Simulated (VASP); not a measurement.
## Y: relaxation of cell and atoms with PBEsol

Crystal: Y.

```
CELL_PARAMETERS angstrom
0.00000 2.48868 2.48868
2.48868 0.00000 2.48868
2.48868 2.48868 0.00000
ATOMIC_POSITIONS crystal
Y 0.00000 0.00000 0.00000
```

| Quantity | Value |
| --- | --- |
| Program | VASP 6.6.1 |
| Task | relaxation of cell and atoms |
| Functional | PBEsol |
| Potentials or basis | VASP PAW PBE potentials, release 64 (Y_sv) |
| Cutoff | 600 eV |
| k mesh | 14 × 14 × 14 |
| Occupations | gaussian, width 0.1 eV |
| Spin | no spin polarisation |
| Dipole correction | no |
| Further INCAR settings | ALGO = Normal; EDIFF = 1e-06; IBRION = 2; EDIFFG = -0.01; NSW = 80; ISIF = 3 |

```json
{
  "Relaxed volume": "30.74 Å³/atom",
  "Relaxed cell": "a = 3.516 Å, b = 3.516 Å, c = 3.516 Å, α = 60.00°, β = 60.00°, γ = 60.00°",
  "Space group after relaxing (to 0.05 Å)": "Fm-3m (No. 225)",
  "Energy gained by relaxing": "0.0 meV/atom",
  "Ionic steps": "3",
  "Pressure after relaxing": "0.0 GPa"
}
```

Final structure:
```yaml
crystal:
  lattice:
    - [0.00000, 2.48629, 2.48629]
    - [2.48629, 0.00000, 2.48629]
    - [2.48629, 2.48629, 0.00000]
  atoms:
    - { symbol: Y, position: [0.00000, 0.00000, 0.00000] }
```

Levels at points of the mesh, in eV from the Fermi level:
```tsv
k point	band 3	band 4	band 5	band 6	band 7	band 8
(0.00, 0.00, 0.00)	-22.13	-22.13	-4.87	1.83	1.83	1.83
(0.50, 0.00, 0.00)	-22.22	-22.22	-2.08	0.79	1.64	1.64
(0.50, 0.50, 0.00)	-22.38	-22.38	-1.90	-1.00	2.33	5.57
```

Wall time 2.5 min on 1 thread of AMD EPYC 7R13, on a shared host, peak memory 0.18 GiB.

Caveat: the PAW data sets were made with another functional, which shifts forces and pressure a little.
